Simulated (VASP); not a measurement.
Write the native input for VASP 6.6.1 that does the following.

```yaml
Task: relaxation of cell and atoms
Functional: PBE
Potentials_or_basis: VASP PAW PBE potentials, release 64 (Dy_3, C), 4f in core
Cutoff: 600 eV
k_mesh: 12 × 12 × 12
Occupations: gaussian, width 0.1 eV
Spin: no spin polarisation
Dipole_correction: no
Further_INCAR_settings: ALGO = Normal; EDIFF = 1e-07; IBRION = 2; EDIFFG = -0.01; NSW = 100; ISIF = 3
```

The structure of DyC4 lies in POSCAR:

```
DyC4
1.0
   -2.6895187345      2.6895187345      2.0132087426
    2.6895187345     -2.6895187345      2.0132087426
    2.6895187345      2.6895187345     -2.0132087426
Dy C
1 4
Direct
    0.0000000000      0.0000000000      0.0000000000
    0.5000000000      0.1239531868      0.6239531868
    0.8760468132      0.5000000000      0.3760468132
    0.5000000000      0.8760468132      0.3760468132
    0.1239531868      0.5000000000      0.6239531868
```

The cell was generated, and may not be a known phase.

The input as run:

INCAR

```
SYSTEM = DyC4
ALGO = Normal
EDIFF = 1E-7
EDIFFG = -0.01
ENCUT = 600
GGA = PE
GGA_COMPAT = .False.
IBRION = 2
ISIF = 3
ISMEAR = 0
LASPH = .True.
LCHARG = .False.
LMAXMIX = 6
LREAL = .False.
LWAVE = .False.
NELM = 200
NELMIN = 4
NSW = 100
PREC = Accurate
SIGMA = 0.1
```

KPOINTS

```
k-points
0
Gamma
  12 12 12
  0 0 0
```

Potentials or basis: VASP PAW PBE potentials, release 64 (Dy_3, C), 4f in core.

Command:

```console
$ cat potpaw_PBE.64/Dy_3/POTCAR potpaw_PBE.64/C/POTCAR > POTCAR
$ mpirun -np 1 vasp_std > vasp.out
```

Results of the run:

| Property | Result |
| --- | --- |
| Relaxed volume | 11.45 Å³/atom |
| Relaxed cell | a = 4.287 Å, b = 4.287 Å, c = 4.287 Å, α = 102.32°, β = 102.32°, γ = 124.98° |
| Space group after relaxing (to 0.1 Å) | I4/mmm (No. 139) |
| Energy gained by relaxing | 1.0 meV/atom |
| Ionic steps | 12 |
| Pressure after relaxing | 0.0 GPa |
| Largest force after relaxing | 0.005 eV/Å |
| Band gap on the k mesh | zero (an odd number of electrons rules out a gap without spin polarisation) |

Caveat: spin-orbit coupling is left out, which moves the levels of the heavy elements; the 4f electrons are frozen in the core, so they carry no moment and show no levels; an odd number of electrons without spin polarisation forces a metal; a magnetic or distorted state may lie lower.

Run time: 22 min on 1 thread of Intel(R) Xeon(R) Platinum 8259CL CPU @ 2.50GHz (Skylake/Cascade Lake), with other jobs on the host, peak memory 0.35 GiB.
